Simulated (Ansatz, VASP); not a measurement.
**Li2S in VASP and in Ansatz**

```
Li S
1.0
     0.00000    2.85400    2.85400
     2.85400    0.00000    2.85400
     2.85400    2.85400    0.00000
Li S
2 1
Direct
  0.25000 0.25000 0.25000
  0.75000 0.75000 0.75000
  0.00000 0.00000 0.00000
```

Alike in both runs: task single point; functional PBE-based screened hybrid; k mesh 4 × 4 × 4; occupations gaussian, width 0.05 eV; no spin polarisation.

|  | VASP | Ansatz |
| --- | --- | --- |
| version | VASP 6.6.1 | Ansatz 0.2.0 |
| potentials or method | VASP PAW PBE potentials, release 64 (Li_sv, S), cutoff 650 eV | scalar-relativistic, plane waves, PAW |
| valence electrons in the cell | 12 | 12 |

```csv
,VASP,Ansatz,Ansatz less VASP
gap on the k mesh at the Fermi level (eV),4.50,4.50,+0.001
least direct gap on the mesh (eV),5.46,5.46,-0.006
pressure (GPa),-1.0,-0.8,+0.21
```

VASP's potentials were made for PBE, not for PBE-based screened hybrid. Ansatz's warnings: stress exchange threshold loose, stress scf threshold loose.

The k mesh is coarse, so the values compare programs but aren't converged.
